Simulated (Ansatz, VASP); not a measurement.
**Two plane-wave programs on C**

File INCAR:

```
ALGO     = Normal         # electronic algorithm
EDIFF    = 1E-6           # SCF threshold, eV
ENCUT    = 520            # plane-wave cutoff, eV
GGA      = PE             # functional
ISIF     = 2              # what is computed and relaxed
ISMEAR   = 0              # smearing method
LASPH    = True           # aspherical terms in the spheres
LCHARG   = False          # write CHGCAR
LREAL    = False          # projectors in reciprocal space
LWAVE    = False          # write WAVECAR
NBANDS   = 11             # bands
NELM     = 60             # most SCF steps
PREC     = Accurate       # precision mode
SIGMA    = 0.02           # smearing width, eV
```

Contents of KPOINTS:

```
k-points
0
Gamma
  10 10 10
```

File POSCAR:

```
C
1.0
    0.0000000000      1.7833700000      1.7833700000
    1.7833700000      0.0000000000      1.7833700000
    1.7833700000      1.7833700000      0.0000000000
C
2
Direct
    0.0000000000      0.0000000000      0.0000000000
    0.2500000000      0.2500000000      0.2500000000
```

Input for Ansatz:

```yaml
crystal:
  lattice:
    - [0.0, 1.78337, 1.78337]
    - [1.78337, 0.0, 1.78337]
    - [1.78337, 1.78337, 0.0]
  atoms:
    - { symbol: C, position: [0.0, 0.0, 0.0] }
    - { symbol: C, position: [0.25, 0.25, 0.25] }
basis:
  ecutwfc: 571.4391111657479
kpoints:
  mp_grid:
    grid: [10, 10, 10]
hamiltonian:
  pseudopotentials:
    kind: paw
scf:
  occupations:
    method: gaussian
    width: 0.02
output:
  stress: true
```

Alike in both runs: task single point; functional PBE; k mesh 10 × 10 × 10; occupations gaussian, width 0.02 eV; no spin polarisation.

|  | VASP | Ansatz |
| --- | --- | --- |
| version | VASP 6.6.1 | Ansatz 0.2.0 |
| potentials or method | VASP PAW PBE potentials, release 64 (C), cutoff 520 eV | plane waves, PAW |
| valence electrons in the cell | 8 | 8 |

```tsv
	VASP	Ansatz	Ansatz less VASP
pressure (GPa)	2.5	1.8	-0.67
```

The functional is the same, so the differences come from potentials, cutoffs and numerics.
